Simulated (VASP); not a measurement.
# CsBr (Pm-3m) in VASP: further runs

The runs below take CsBr through single point, with r2SCAN.

All numbers are computed with VASP 6.6.1; they aren't measurements. Logs are shortened: lines on timing, memory, paths and dates and some standing lists are left out, and cuts for length are marked.

**1. The cell of the first run**

The structure is cubic, space group Pm-3m (No. 221). The conventional cell has a = 4.234 Å, b = 4.234 Å, c = 4.234 Å, α = 90.00°, β = 90.00°, γ = 90.00°. Within 4.8 Å of Cs (site symmetry m-3m) lie 8 Br at 3.67 Å and 6 Cs at 4.23 Å. Br (site symmetry m-3m) has 8 Cs at 3.67 Å and 6 Br at 4.23 Å within 4.8 Å.

**2. Single point, r2SCAN (37.96 Å³/atom)**

Input file POSCAR:

```
CsBr
1.0
    4.2343642774      0.0000000000      0.0000000000
    0.0000000000      4.2343642774      0.0000000000
    0.0000000000      0.0000000000      4.2343642774
Cs Br
1 1
Direct
    0.0000000000      0.0000000000      0.0000000000
    0.5000000000      0.5000000000      0.5000000000
```

Input file INCAR.step1:

```
SYSTEM = CsBr
ALGO = Normal
EDIFF = 1E-5
ENCUT = 550
GGA = PE
GGA_COMPAT = .False.
ISMEAR = 0
LASPH = .True.
LCHARG = .False.
LREAL = .False.
LWAVE = .True.
NBANDS = 15
NELM = 120
PREC = Accurate
SIGMA = 0.02
```

Input file INCAR.step2:

```
SYSTEM = CsBr
ALGO = Normal
EDIFF = 1E-6
ENCUT = 550
GGA_COMPAT = .False.
ISIF = 2
ISMEAR = 0
ISTART = 1
LASPH = .True.
LCHARG = .False.
LMIXTAU = .True.
LREAL = .False.
LWAVE = .False.
METAGGA = R2SCAN
NBANDS = 15
NELM = 120
PREC = Accurate
SIGMA = 0.02
```

Input file KPOINTS:

```
k-points
0
Gamma
  6 6 6
  0 0 0
```

Potentials or basis: VASP PAW PBE potentials, release 64 (Cs_sv, Br).

On the command line:

```bash
$ cat potpaw_PBE.64/Cs_sv/POTCAR potpaw_PBE.64/Br/POTCAR > POTCAR
$ cp INCAR.step1 INCAR
$ mpirun -np 1 vasp_std > vasp.out
$ cp INCAR.step2 INCAR
$ mpirun -np 1 vasp_std > vasp.out
```

OUTCAR:

```text
SYSTEM = CsBr
   EDIFF = 1E-6
   ENCUT = 550
   ISIF = 2
   ISMEAR = 0
   ISTART = 1
   LASPH = .True.
   LREAL = .False.
   METAGGA = R2SCAN
   NELM = 120
   PREC = Accurate

 ion  position               nearest neighbor table
   1  0.000  0.000  0.000-
   2  0.500  0.500  0.500-

  LATTYP: Found a simple cubic cell.
 ALAT       =     4.2343642774

  Lattice vectors:

 A1 = (   4.2343642774,   0.0000000000,   0.0000000000)
 A2 = (   0.0000000000,   4.2343642774,   0.0000000000)
 A3 = (   0.0000000000,   0.0000000000,   4.2343642774)

Analysis of symmetry for initial positions (statically):
=====================================================================
 Subroutine PRICEL returns:
 Original cell was already a primitive cell.

 Routine SETGRP: Setting up the symmetry group for a
 simple cubic supercell.

 Subroutine GETGRP returns: Found 48 space group operations
 (whereof 48 operations were pure point group operations)
 out of a pool of 48 trial point group operations.

The static configuration has the point symmetry O_h .

Analysis of symmetry for dynamics (positions and initial velocities):
=====================================================================
 Subroutine PRICEL returns:
 Original cell was already a primitive cell.

 Routine SETGRP: Setting up the symmetry group for a
 simple cubic supercell.

 Subroutine GETGRP returns: Found 48 space group operations
 (whereof 48 operations were pure point group operations)
 out of a pool of 48 trial point group operations.

The dynamic configuration has the point symmetry O_h .

 Subroutine INISYM returns: Found 48 space group operations
 (whereof 48 operations are pure point group operations),
 and found     1 'primitive' translations

----------------------------------------------------------------------------------------

                                     Primitive cell

  volume of cell :      75.9215

  direct lattice vectors                    reciprocal lattice vectors
     4.234364277  0.000000000  0.000000000     0.236162960  0.000000000  0.000000000
     0.000000000  4.234364277  0.000000000     0.000000000  0.236162960  0.000000000
     0.000000000  0.000000000  4.234364277     0.000000000  0.000000000  0.236162960

  length of vectors
     4.234364277  4.234364277  4.234364277     0.236162960  0.236162960  0.236162960

  position of ions in fractional coordinates (direct lattice)
     0.000000000  0.000000000  0.000000000
     0.500000000  0.500000000  0.500000000

  ion indices of the primitive-cell ions
   primitive index   ion index
[... 80 lines left out ...]
   NELECT =      16.0000    total number of electrons
   NUPDOWN=      -1.0000    fix difference up-down
   EMIN   =  10.00;   EMAX   =-10.00  energy-range for DOS
   EFERMI =   0.00;   METHOD = LEGACY
   ISMEAR =     0;   SIGMA  =   0.02  broadening in eV -4-tet -1-fermi 0-gaus
   EFERMI_NEDOS =   21; number of points for ismear=-14 and -15
   IALGO  =     38    algorithm
   IMIX   =      4    mixing-type and parameters
     AMIX     =   0.40;   BMIX     =  1.00
     AMIX_MAG =   1.60;   BMIX_MAG =  1.00
  volume/ion in A,a.u.               =      37.96       256.17
  Fermi-wavevector in a.u.,A,eV,Ry     =   0.974227  1.841021 12.913525  0.949117
  Thomas-Fermi vector in A             =   2.104669
   LORBIT       =      0    0 simple, 1 ext, 2 COOP (PROOUT), +10 PAW based schemes
   METAGGA = R2SCAN    functional components
   LHFCALC =     F    Hartree Fock is set to
   AEXX    =    0.0000 exact exchange contribution
   IVDW    =     0    specifies the selected vdW correction
   LEPSILON=     F    determine dielectric tensor
   LRPA    =     F    only Hartree local field effects (RPA)
 non-spin polarized calculation
 Gauss-broadening in eV      SIGMA  =   0.02
  energy-cutoff  :      550.00
  volume of cell :       75.92
 maximum number of plane-waves:      2272
   NGX = 17   NGY = 17   NGZ = 17

 number of electron      15.9999996 magnetization

 Free energy of the ion-electron system (eV)
  ---------------------------------------------------
  ext. energy  EPLUGINS =         0.00000000
  ---------------------------------------------------
  free energy    TOTEN  =       -42.30726189 eV

  energy without entropy =      -42.30726189  energy(sigma->0) =      -42.30726189

 E-fermi :  -0.3212     XC(G=0):  -8.6330

 val. band max:       -0.4604269483   @ k =   0.0000   0.0000   0.0000
 cond. band min:       4.8893458961   @ k =   0.0000   0.0000   0.0000
 fundamental gap:      5.3497728444
 Fermi energy:        -0.3212352645

 k-point     1 :       0.0000    0.0000    0.0000
  band No.  band energies     occupation
      1     -20.7306      2.00000
      2     -13.3180      2.00000
      3      -6.9302      2.00000
      4      -6.9302      2.00000
      5      -6.9302      2.00000
      6      -0.4604      2.00000
      7      -0.4604      2.00000
      8      -0.4604      2.00000
      9       4.8893      0.00000
     10       4.8893      0.00000
     11       4.9843      0.00000
     12       9.4654      0.00000
     13       9.4654      0.00000
     14       9.4654      0.00000
[... 329 lines left out ...]
      2     -13.1152      2.00000
      3      -7.3750      2.00000
      4      -7.3750      2.00000
      5      -7.3750      2.00000
      6      -1.7414      2.00000
      7      -1.7414      2.00000
      8      -1.7414      2.00000
      9       8.7146      0.00000
     10       8.7146      0.00000
     11       8.7146      0.00000
     12       9.6292      0.00000
     13       9.6292      0.00000
     14       9.6292      0.00000
     15      11.7553      0.00000

------------------------ aborting loop because EDIFF is reached ----------------------------------------

  FORCE on cell =-STRESS in cart. coord.  units (eV):
  Direction    XX          YY          ZZ          XY          YZ          ZX
  --------------------------------------------------------------------------------------
  -------------------------------------------------------------------------------------
  Total        0.5683286      0.5683286      0.5683286      0.0000000      0.0000000      0.0000000
  in kB       11.9934856     11.9934856     11.9934856      0.0000000      0.0000000      0.0000000
  external PRESSURE =      11.9934856 kB  Pullay stress =       0.0000000 kB

 VOLUME and BASIS-vectors are now :
 -----------------------------------------------------------------------------
  energy-cutoff  :      550.00
  volume of cell :       75.92
      direct lattice vectors                 reciprocal lattice vectors
     4.234364277  0.000000000  0.000000000     0.236162960  0.000000000  0.000000000
     0.000000000  4.234364277  0.000000000     0.000000000  0.236162960  0.000000000
     0.000000000  0.000000000  4.234364277     0.000000000  0.000000000  0.236162960

 POSITION                                       TOTAL-FORCE (eV/Angst)
 -----------------------------------------------------------------------------------
      0.00000      0.00000      0.00000         0.000000      0.000000      0.000000
      2.11718      2.11718      2.11718         0.000000      0.000000      0.000000
 -----------------------------------------------------------------------------------
    total drift:                                0.000000      0.000000     -0.000000

  FREE ENERGIE OF THE ION-ELECTRON SYSTEM (eV)
  ---------------------------------------------------
  free  energy   TOTEN  =       -42.3072618920 eV

  energy  without entropy=      -42.3072618920  energy(sigma->0) =      -42.30726189
```

OSZICAR.step1:

```text
N       E                     dE             d eps       ncg     rms          rms(c)
DAV:   1     0.928869626588E+02    0.92887E+02   -0.68969E+03   600   0.951E+02
DAV:   2     0.103235966396E+01   -0.91855E+02   -0.83287E+02   829   0.158E+02
DAV:   3    -0.617459101168E+01   -0.72070E+01   -0.71873E+01   810   0.491E+01
DAV:   4    -0.623290262323E+01   -0.58312E-01   -0.58308E-01   698   0.525E+00
DAV:   5    -0.623321132687E+01   -0.30870E-03   -0.30870E-03   810   0.393E-01    0.181E+00
DAV:   6    -0.601113091776E+01    0.22208E+00   -0.20392E-01   726   0.249E+00    0.105E+00
DAV:   7    -0.597612184150E+01    0.35009E-01   -0.12373E-01   733   0.185E+00    0.601E-01
DAV:   8    -0.597912496725E+01   -0.30031E-02   -0.13104E-02   656   0.672E-01    0.110E-01
DAV:   9    -0.597890488915E+01    0.22008E-03   -0.11767E-03   796   0.191E-01    0.652E-02
DAV:  10    -0.597899410828E+01   -0.89219E-04   -0.19583E-04   628   0.894E-02    0.167E-02
DAV:  11    -0.597899872637E+01   -0.46181E-05   -0.27762E-05   747   0.313E-02
   1 F= -.59789987E+01 E0= -.59789987E+01  d E =-.289604E-17
```

It took 45 s on 1 thread of AMD EPYC 9R45 (Zen 5), shared host; peak memory 0.16 GiB.

What came out:

```yaml
Free_energy: -42.3073 eV
Pressure: 1.2 GPa
Band_gap_on_the_k_mesh: 5.35 eV
```

Levels at points of the mesh, in eV from the valence-band top:
| k point | band 6 | band 7 | band 8 | band 9 | band 10 | band 11 |
| --- | --- | --- | --- | --- | --- | --- |
| (0.00, 0.00, 0.00) | 0.00 | 0.00 | 0.00 | 5.35 | 5.35 | 5.44 |
| (0.50, 0.00, 0.00) | -1.39 | -0.24 | -0.24 | 6.43 | 8.14 | 8.73 |
| (0.50, 0.50, 0.00) | -0.60 | -0.60 | -0.02 | 5.87 | 6.15 | 7.89 |
| (0.50, 0.50, 0.50) | -1.28 | -1.28 | -1.28 | 9.18 | 9.18 | 9.18 |

Caveat: the PAW data sets were made with another functional, which shifts forces and pressure a little; spin-orbit coupling is left out, which moves the levels of the heavy elements. A k mesh can miss the band edges.

**3. Single point, r2SCAN (39.17 Å³/atom)**

This run uses another cell than the first one, of 39.17 Å³/atom.

Input file POSCAR:

```
CsBr
1.0
    4.2789398087      0.0000000000      0.0000000000
    0.0000000000      4.2789398087      0.0000000000
    0.0000000000      0.0000000000      4.2789398087
Cs Br
1 1
Direct
    0.0000000000      0.0000000000      0.0000000000
    0.5000000000      0.5000000000      0.5000000000
```

Input file INCAR.step1:

```
  ALGO = Normal
  EDIFF = 1E-5
  ENCUT = 550
  GGA = PE
  GGA_COMPAT = F
  ISMEAR = 0
  LASPH = T
  LCHARG = F
  LREAL = F
  LWAVE = T
  NBANDS = 15
  NELM = 120
  PREC = Accurate
  SIGMA = 0.02
```

Input file INCAR.step2:

```
  ALGO = Normal
  EDIFF = 1E-6
  ENCUT = 550
  GGA_COMPAT = F
  ISIF = 2
  ISMEAR = 0
  ISTART = 1
  LASPH = T
  LCHARG = F
  LMIXTAU = T
  LREAL = F
  LWAVE = F
  METAGGA = R2SCAN
  NBANDS = 15
  NELM = 120
  PREC = Accurate
  SIGMA = 0.02
```

Input file KPOINTS:

```
k-points
0
Gamma
  6 6 6
```

Potentials or basis: VASP PAW PBE potentials, release 64 (Cs_sv, Br).

On the command line:

```bash
$ cat potpaw_PBE.64/Cs_sv/POTCAR potpaw_PBE.64/Br/POTCAR > POTCAR
$ cp INCAR.step1 INCAR
$ mpirun -np 1 vasp_std > vasp.out
$ cp INCAR.step2 INCAR
$ mpirun -np 1 vasp_std > vasp.out
```

OUTCAR:

```text
EDIFF = 1E-6
   ENCUT = 550
   ISIF = 2
   ISMEAR = 0
   ISTART = 1
   LASPH = T
   LREAL = F
   METAGGA = R2SCAN
   NELM = 120
   PREC = Accurate

 ion  position               nearest neighbor table
   1  0.000  0.000  0.000-
   2  0.500  0.500  0.500-

  LATTYP: Found a simple cubic cell.
 ALAT       =     4.2789398087

  Lattice vectors:

 A1 = (   4.2789398087,   0.0000000000,   0.0000000000)
 A2 = (   0.0000000000,   4.2789398087,   0.0000000000)
 A3 = (   0.0000000000,   0.0000000000,   4.2789398087)

Analysis of symmetry for initial positions (statically):
=====================================================================
 Subroutine PRICEL returns:
 Original cell was already a primitive cell.

 Routine SETGRP: Setting up the symmetry group for a
 simple cubic supercell.

 Subroutine GETGRP returns: Found 48 space group operations
 (whereof 48 operations were pure point group operations)
 out of a pool of 48 trial point group operations.

The static configuration has the point symmetry O_h .

Analysis of symmetry for dynamics (positions and initial velocities):
=====================================================================
 Subroutine PRICEL returns:
 Original cell was already a primitive cell.

 Routine SETGRP: Setting up the symmetry group for a
 simple cubic supercell.

 Subroutine GETGRP returns: Found 48 space group operations
 (whereof 48 operations were pure point group operations)
 out of a pool of 48 trial point group operations.

The dynamic configuration has the point symmetry O_h .

 Subroutine INISYM returns: Found 48 space group operations
 (whereof 48 operations are pure point group operations),
 and found     1 'primitive' translations

----------------------------------------------------------------------------------------

                                     Primitive cell

  volume of cell :      78.3445

  direct lattice vectors                    reciprocal lattice vectors
     4.278939809  0.000000000  0.000000000     0.233702750  0.000000000  0.000000000
[... 112 lines left out ...]
 non-spin polarized calculation
 Gauss-broadening in eV      SIGMA  =   0.02
  energy-cutoff  :      550.00
  volume of cell :       78.34
 maximum number of plane-waves:      2320
 NGX is ok and might be reduce to    36
   NGX = 17   NGY = 17   NGZ = 17

 number of electron      15.9999997 magnetization

 Free energy of the ion-electron system (eV)
  ---------------------------------------------------
  ext. energy  EPLUGINS =         0.00000000
  ---------------------------------------------------
  free energy    TOTEN  =       -42.32063646 eV

  energy without entropy =      -42.32063646  energy(sigma->0) =      -42.32063646

 E-fermi :  -0.5084     XC(G=0):  -8.4849

 val. band max:       -0.6318776139   @ k =   0.0000   0.0000   0.0000
 cond. band min:       4.6762853007   @ k =   0.0000   0.0000   0.0000
 fundamental gap:      5.3081629146
 Fermi energy:        -0.5083959913

 k-point     1 :       0.0000    0.0000    0.0000
  band No.  band energies     occupation
      1     -20.9334      2.00000
      2     -13.4402      2.00000
      3      -7.1479      2.00000
      4      -7.1479      2.00000
      5      -7.1479      2.00000
      6      -0.6319      2.00000
      7      -0.6319      2.00000
      8      -0.6319      2.00000
      9       4.6763      0.00000
     10       4.7615      0.00000
     11       4.7615      0.00000
     12       9.2051      0.00000
     13       9.2051      0.00000
     14       9.2051      0.00000
[... 329 lines left out ...]
      2     -13.2514      2.00000
      3      -7.5603      2.00000
      4      -7.5603      2.00000
      5      -7.5603      2.00000
      6      -1.8264      2.00000
      7      -1.8264      2.00000
      8      -1.8264      2.00000
      9       8.3960      0.00000
     10       8.3960      0.00000
     11       8.3960      0.00000
     12       9.2951      0.00000
     13       9.2951      0.00000
     14       9.2951      0.00000
     15      11.3862      0.00000

------------------------ aborting loop because EDIFF is reached ----------------------------------------

  FORCE on cell =-STRESS in cart. coord.  units (eV):
  Direction    XX          YY          ZZ          XY          YZ          ZX
  --------------------------------------------------------------------------------------
  -------------------------------------------------------------------------------------
  Total        0.2823700      0.2823700      0.2823700      0.0000000      0.0000000      0.0000000
  in kB        5.7745833      5.7745833      5.7745833      0.0000000      0.0000000      0.0000000
  external PRESSURE =       5.7745833 kB  Pullay stress =       0.0000000 kB

 VOLUME and BASIS-vectors are now :
 -----------------------------------------------------------------------------
  energy-cutoff  :      550.00
  volume of cell :       78.34
      direct lattice vectors                 reciprocal lattice vectors
     4.278939809  0.000000000  0.000000000     0.233702750  0.000000000  0.000000000
     0.000000000  4.278939809  0.000000000     0.000000000  0.233702750  0.000000000
     0.000000000  0.000000000  4.278939809     0.000000000  0.000000000  0.233702750

 POSITION                                       TOTAL-FORCE (eV/Angst)
 -----------------------------------------------------------------------------------
      0.00000      0.00000      0.00000         0.000000      0.000000      0.000000
      2.13947      2.13947      2.13947         0.000000      0.000000      0.000000
 -----------------------------------------------------------------------------------
    total drift:                                0.000000      0.000000      0.000000

  FREE ENERGIE OF THE ION-ELECTRON SYSTEM (eV)
  ---------------------------------------------------
  free  energy   TOTEN  =       -42.3206364591 eV

  energy  without entropy=      -42.3206364591  energy(sigma->0) =      -42.32063646
```

Run time: 64 s. Hardware: 1 thread of AMD EPYC 9R45 (Zen 5), shared host; peak memory 0.19 GiB.

What came out:

```yaml
Free_energy: -42.3206 eV
Pressure: 0.6 GPa
Band_gap_on_the_k_mesh: 5.31 eV
```

Caveat: the PAW data sets were made with another functional, which shifts forces and pressure a little; spin-orbit coupling is left out, which moves the levels of the heavy elements. r2SCAN opens gaps a little over a GGA but as a rule still falls short of measured ones.

**4. Single point, r2SCAN**

This run uses another cell than the first one, of 40.38 Å³/atom.

Input file POSCAR:

```
CsBr
1.0
    4.3226054757      0.0000000000      0.0000000000
    0.0000000000      4.3226054757      0.0000000000
    0.0000000000      0.0000000000      4.3226054757
Cs Br
1 1
Direct
    0.0000000000      0.0000000000      0.0000000000
    0.5000000000      0.5000000000      0.5000000000
```

Input file INCAR.step1:

```
PREC     = Accurate       # precision mode
ENCUT    = 550            # plane-wave cutoff, eV
ISMEAR   = 0              # smearing method
SIGMA    = 0.02           # smearing width, eV
LREAL    = False          # projectors in reciprocal space
LASPH    = True           # aspherical terms in the spheres
NELM     = 120            # most SCF steps
NBANDS   = 15             # bands
GGA      = PE             # functional
ALGO     = Normal         # electronic algorithm
EDIFF    = 1E-5           # SCF threshold, eV
LWAVE    = True           # write WAVECAR
LCHARG   = False          # write CHGCAR
GGA_COMPAT= False
```

Input file INCAR.step2:

```
PREC     = Accurate       # precision mode
ENCUT    = 550            # plane-wave cutoff, eV
EDIFF    = 1E-6           # SCF threshold, eV
ISMEAR   = 0              # smearing method
SIGMA    = 0.02           # smearing width, eV
LREAL    = False          # projectors in reciprocal space
LASPH    = True           # aspherical terms in the spheres
NELM     = 120            # most SCF steps
ALGO     = Normal         # electronic algorithm
ISIF     = 2              # what is computed and relaxed
LWAVE    = False          # write WAVECAR
LCHARG   = False          # write CHGCAR
METAGGA  = R2SCAN         # meta-GGA
LMIXTAU  = True         
NBANDS   = 15             # bands
ISTART   = 1            
GGA_COMPAT= False
```

Input file KPOINTS:

```
regular mesh
0
Gamma
  6 6 6
```

On the command line:

```bash
$ cat potpaw_PBE.64/Cs_sv/POTCAR potpaw_PBE.64/Br/POTCAR > POTCAR
$ cp INCAR.step1 INCAR
$ mpirun -np 1 vasp_std > vasp.out
$ cp INCAR.step2 INCAR
$ mpirun -np 1 vasp_std > vasp.out
```

It took 66 s on 1 thread of AMD EPYC 9R45 (Zen 5), shared host; peak memory 0.19 GiB.

The run converged. Its results:

- Free energy: -42.3255 eV
- Pressure: 0.1 GPa
- Band gap on the k mesh: 5.18 eV (least direct gap 5.18 eV)

Levels at points of the mesh, in eV from the valence-band top:
```csv
k point,band 6,band 7,band 8,band 9,band 10,band 11
"(0.00, 0.00, 0.00)",-0.01,-0.01,-0.01,5.18,5.42,5.42
"(0.50, 0.00, 0.00)",-1.25,-0.19,-0.19,6.43,7.84,8.35
"(0.50, 0.50, 0.00)",-0.58,-0.58,0.00,5.83,6.11,7.85
"(0.50, 0.50, 0.50)",-1.12,-1.12,-1.12,8.88,8.88,8.88
```

Caveat: the PAW data sets were made with another functional, which shifts forces and pressure a little; spin-orbit coupling is left out, which moves the levels of the heavy elements. r2SCAN opens gaps a little over a GGA but as a rule still falls short of measured ones.

(Part 1 of 2 ends here.)
